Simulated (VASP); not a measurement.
Wanted: the native input for a VASP 6.6.1 run.

```yaml
Task: single point
Functional: PBE
Potentials_or_basis: VASP PAW PBE potentials, release 64 (Cd, Se)
Cutoff: 520 eV
k_mesh: 6 × 6 × 4
Occupations: gaussian, width 0.01 eV
Spin: no spin polarisation
Dipole_correction: no
Further_INCAR_settings: ALGO = Normal; EDIFF = 1e-06; NBANDS = 26
```

The structure of CdSe lies in POSCAR:

```
CdSe
1.0
    4.3407184386      0.0000000000      0.0000000000
   -2.1703592193      3.7591724385      0.0000000000
    0.0000000000      0.0000000000      7.0766648688
Cd Se
2 2
Direct
    0.3333333333      0.6666666667      0.0045236758
    0.6666666667      0.3333333333      0.5045236758
    0.3333333333      0.6666666667      0.3804763242
    0.6666666667      0.3333333333      0.8804763242
```

The input as run:

INCAR

```
PREC = Accurate
ENCUT = 520
EDIFF = 1E-6
ISMEAR = 0
SIGMA = 0.01
LREAL = F
LASPH = T
NELM = 100
ALGO = Normal
ISIF = 2
LWAVE = F
LCHARG = T
GGA = PE
LELF = T
LVHAR = T
NBANDS = 26
```

KPOINTS

```
regular mesh
0
Gamma
  6 6 4
```

Potentials or basis: VASP PAW PBE potentials, release 64 (Cd, Se).

Command:

```bash
$ cat potpaw_PBE.64/Cd/POTCAR potpaw_PBE.64/Se/POTCAR > POTCAR
$ mpirun -np 1 vasp_std > vasp.out
```

It gave:

```yaml
Pressure: 1.7 GPa
Band_gap_on_the_k_mesh: 0.61 eV
```

Wall time 35 s on 1 thread of Intel(R) Xeon(R) Platinum 8488C (Sapphire Rapids), with other jobs on the host, peak memory 0.24 GiB.
